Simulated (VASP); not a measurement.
BaTiO3:

```
Ba Ti O
1.0
     3.99980    0.00000    0.00000
     0.00000    3.99980    0.00000
     0.00000    0.00000    4.01800
Ba Ti O
1 1 3
Direct
  0.00000 0.00000 0.00000
  0.50000 0.50000 0.49000
  0.50000 0.50000 0.01900
  0.50000 0.00000 0.51700
  0.00000 0.50000 0.51700
```

Base run:

```yaml
Program: VASP 6.6.1
Functional: PBE
Potentials_or_basis: VASP PAW PBE potentials, release 64 (Ba_sv, Ti_sv, O)
Cutoff: 520 eV
k_mesh: 4 × 4 × 4
Occupations: fermi-dirac, width 0.05 eV
Spin: no spin polarisation
Hubbard_terms: Ti d U = 1.0 eV
```

Its results: band gap on the k mesh 1.87 eV, indirect (least direct gap 2.17 eV); pressure 5.1 GPa; largest force 0.169 eV/Å.

Q: The run is repeated on the same cell with these changes: hubbard terms from Ti d U = 1.0 eV to Ti d U = 7.0 eV. What comes out?

A: Band gap on the k mesh 2.65 eV, indirect (least direct gap 2.98 eV); pressure 10.0 GPa; largest force 0.871 eV/Å.

Caveats: spin-orbit coupling is left out, which moves the levels of the heavy elements.

A k mesh can miss the band edges.
